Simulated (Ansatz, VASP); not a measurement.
## SrSbAu3: VASP beside Ansatz

```
Au Sb Sr
1.0
     6.43025    0.00000    0.00000
     0.00000    6.43025    0.00000
     0.00000    0.00000    5.67022
Au Sb Sr
6 2 2
Direct
  0.00000 0.50000 0.50000
  0.00000 0.00000 0.50000
  0.50000 0.00000 0.50000
  0.50000 0.50000 0.50000
  0.25000 0.25000 0.81975
  0.75000 0.75000 0.18025
  0.25000 0.25000 0.26560
  0.75000 0.75000 0.73440
  0.25000 0.75000 0.00000
  0.75000 0.25000 0.00000
```

Alike in both runs: task single point; functional PBE; k mesh 3 × 3 × 3; occupations tetrahedron; no spin polarisation.

```csv
,VASP,Ansatz
version,VASP 6.6.1,Ansatz 0.2.0
potentials or method,"VASP PAW PBE potentials, release 64 (Au, Sb, Sr_sv), cutoff 520 eV",PAW plane waves
valence electrons in the cell,96,164
```

|  | VASP | Ansatz | Ansatz less VASP |
| --- | --- | --- | --- |
| gap on the k mesh at the Fermi level (eV) | none | none | - |
| pressure (GPa) | 6.0 | 6.1 | +0.03 |
| traceless stress, the component that is largest in VASP (GPa) | 1.93 | 1.57 | -0.362 |
| rms of the force components (eV/Å) | 0.280 | 0.287 | +0.0070 |

Atom by atom the forces differ by 0.017 eV/Å (rms over components). A gap of «none» marks a metal or a gap that the smearing closes. VASP's potentials hold 96 valence electrons a cell and Ansatz's 164, so a difference there can come from the potentials and not from the codes. Ansatz's warnings: band table not solved further, tetrahedron derivatives may miss energy slope.

The k mesh is coarse, so the values compare programs but aren't converged. Neither program's run includes spin-orbit coupling.
